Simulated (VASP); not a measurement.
Set up this calculation in VASP 6.6.1, as the native input.

```
Task                   : single point
Functional             : PBE
Dispersion             : D3(BJ)
Potentials or basis    : VASP PAW PBE potentials, release 64 (B, N)
Cutoff                 : 520 eV
k mesh                 : 9 × 9 × 1
Occupations            : gaussian, width 0.02 eV
Spin                   : no spin polarisation
Dipole correction      : yes
Further INCAR settings : ALGO = Normal; EDIFF = 1e-07; NBANDS = 26
```

The structure of BN lies in POSCAR:

```
BN
1.0
    2.5071210896      0.0000000000      0.0000000000
   -1.2535605448      2.1712305539      0.0000000000
    0.0000000000      0.0000000000     45.8423718534
B N
4 4
Direct
    0.6666666667      0.3333333333      0.3911372135
    0.3333333333      0.6666666667      0.4638427230
    0.6666666667      0.3333333333      0.5361572770
    0.3333333333      0.6666666667      0.6088627865
    0.3333333333      0.6666666667      0.3911009424
    0.6666666667      0.3333333333      0.4638406372
    0.3333333333      0.6666666667      0.5361593628
    0.6666666667      0.3333333333      0.6088990576
```

One way to write it, as run:

INCAR

```
SYSTEM = BN
  PREC = Accurate
  ENCUT = 520
  EDIFF = 1E-7
  ISMEAR = 0
  SIGMA = 0.02
  LREAL = .FALSE.
  LASPH = .TRUE.
  NELM = 80
  ALGO = Normal
  ISIF = 2
  LWAVE = .FALSE.
  LCHARG = .FALSE.
  LDIPOL = .TRUE.
  IDIPOL = 3
  DIPOL = 0.5 0.5 0.500
  GGA = PE
  IVDW = 12
  NBANDS = 26
```

KPOINTS

```
regular mesh
0
G
  9 9 1
  0 0 0
```

Potentials or basis: VASP PAW PBE potentials, release 64 (B, N).

Launch:

```console
$ cat potpaw_PBE.64/B/POTCAR potpaw_PBE.64/N/POTCAR > POTCAR
$ mpirun -np 1 vasp_std > vasp.out
```

Results of the run:

- Band gap on the k mesh: 4.42 eV, indirect (least direct gap 4.67 eV)
- Dispersion energy per atom: -0.123 eV

It took 4.4 min on 1 thread of Intel Xeon 6975P-C (shared host), peak memory 0.39 GiB.
